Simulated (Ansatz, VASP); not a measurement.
## LiF: VASP beside Ansatz

The input INCAR:

```
PREC = Accurate
ENCUT = 520
EDIFF = 1E-7
ISMEAR = 0
SIGMA = 0.01
LREAL = False
LASPH = True
NELM = 80
ALGO = Normal
ISIF = 2
LWAVE = False
LCHARG = False
GGA = PE
NBANDS = 12
```

KPOINTS

```
regular mesh
0
Gamma
  10 10 10
```

Contents of POSCAR:

```
LiF
1.0
    0.0000000000      1.9948717404      1.9948717404
    1.9948717404      0.0000000000      1.9948717404
    1.9948717404      1.9948717404      0.0000000000
Li F
1 1
Direct
    0.0000000000      0.0000000000      0.0000000000
    0.5000000000      0.5000000000      0.5000000000
```

Input for Ansatz:

```yaml
crystal:
  lattice:
    - [0.0, 1.9948717404, 1.9948717404]
    - [1.9948717404, 0.0, 1.9948717404]
    - [1.9948717404, 1.9948717404, 0.0]
  atoms:
    - { symbol: Li, position: [0.0, 0.0, 0.0] }
    - { symbol: F, position: [0.5, 0.5, 0.5] }
kpoints:
  mp_grid: { grid: [10, 10, 10] }
  band_path:
    path:
      - [0.0, 0.0, 0.0]
      - [0.5, 0.0, 0.5]
      - [0.625, 0.25, 0.625]
      - [0.375, 0.375, 0.75]
      - [0.5, 0.5, 0.5]
      - [0.5, 0.25, 0.75]
      - [-0.0625, 0.0, 0.0625]
    npoints: 1
hamiltonian:
  xc: pbe
scf:
  occupations: { method: fixed }
  n_extra_bands: 4
output:
  forces: true
  stress: true
  eigenvalues: true
```

Alike in both runs: task single point; functional PBE; k mesh 10 × 10 × 10; no spin polarisation.

```csv
,VASP,Ansatz
version,VASP 6.6.1,Ansatz 0.2.0
potentials or method,"VASP PAW PBE potentials, release 64 (Li_sv, F)","plane waves, PAW"
plane-wave cutoff (eV),520,420
occupations,"gaussian, width 0.01 eV",fixed
valence electrons in the cell,10,10
```

```tsv
	VASP	Ansatz	Ansatz less VASP
gap on the k mesh at the Fermi level (eV)	9.35	9.35	-0.004
```

Noted on VASP's run: the cutoff is short for stress, so the pressure is rough.
